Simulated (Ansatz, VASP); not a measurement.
## Hf2N: VASP beside Ansatz

The input POSCAR:

```
Hf2N
1.0
    5.3131240200      0.0000000000      0.0000000000
    0.0000000000      5.3131240200      0.0000000000
    0.0000000000      0.0000000000      3.2420983900
Hf N
4 2
Direct
    0.2955363700      0.2955363700      0.0000000000
    0.7044636300      0.7044636300      0.0000000000
    0.7955363700      0.2044636300      0.5000000000
    0.2044636300      0.7955363700      0.5000000000
    0.0000000000      0.0000000000      0.0000000000
    0.5000000000      0.5000000000      0.5000000000
```

Contents of INCAR.step1:

```
PREC = Accurate
ENCUT = 520
ISMEAR = 0
SIGMA = 0.1
LREAL = False
LASPH = True
NELM = 80
NBANDS = 34
GGA = PE
ALGO = Normal
EDIFF = 1E-4
LWAVE = True
LCHARG = False
```

INCAR.step2

```
PREC = Accurate
ENCUT = 520
EDIFF = 1E-7
ISMEAR = 0
SIGMA = 0.1
LREAL = False
LASPH = True
NELM = 80
ALGO = Normal
ISIF = 2
LWAVE = False
LCHARG = False
METAGGA = R2SCAN
LMIXTAU = True
NBANDS = 34
ISTART = 1
```

File KPOINTS:

```
regular mesh
0
Gamma
  1 1 2
```

Input for Ansatz:

```yaml
crystal:
  lattice:
    - [5.31312402, 0.0, 0.0]
    - [0.0, 5.31312402, 0.0]
    - [0.0, 0.0, 3.24209839]
  atoms:
    - { symbol: Hf, position: [0.29553637, 0.29553637, 0.0] }
    - { symbol: Hf, position: [0.70446363, 0.70446363, 0.0] }
    - { symbol: Hf, position: [0.79553637, 0.20446363, 0.5] }
    - { symbol: Hf, position: [0.20446363, 0.79553637, 0.5] }
    - { symbol: "N", position: [0.0, 0.0, 0.0] }
    - { symbol: "N", position: [0.5, 0.5, 0.5] }
basis:
  ecutwfc: 500
kpoints:
  mp_grid: { grid: [1, 1, 2] }
hamiltonian:
  xc: r2scan
scf:
  occupations: { method: gaussian, width: 0.1 }
output:
  forces: true
  stress: true
  eigenvalues: true
```

Alike in both runs: task single point; functional r2SCAN; k mesh 1 × 1 × 2; occupations gaussian, width 0.1 eV; no spin polarisation.

```csv
,VASP,Ansatz
version,VASP 6.6.1,Ansatz 0.2.0
potentials or method,"VASP PAW PBE potentials, release 64 (Hf_pv, N), cutoff 520 eV","scalar-relativistic, plane waves, PAW"
valence electrons in the cell,50,114
```

Ansatz gave:

```
gap on the k mesh at the Fermi level (eV)                     : none
pressure (GPa)                                                : 4.2
traceless stress, the component that is largest in VASP (GPa) : -10.99
rms of the force components (eV/Å)                            : 0.468
```

Question: Estimate VASP's values.

Answer: gap on the k mesh at the Fermi level (eV): none; pressure (GPa): 2.9; traceless stress, the component that is largest in VASP (GPa): -10.68; rms of the force components (eV/Å): 0.484.

VASP's potentials were made for PBE, not for r2SCAN. Atom by atom the forces differ by 0.016 eV/Å (rms over components). A gap of «none» marks a metal or a gap that the smearing closes. With one functional, cell and mesh, what is left measures potentials, basis and numerics. VASP's potentials hold 50 valence electrons a cell and Ansatz's 114, so a difference there can come from the potentials and not from the codes.

The k mesh is coarse, so the values compare programs but aren't converged. Neither program's run includes spin-orbit coupling.
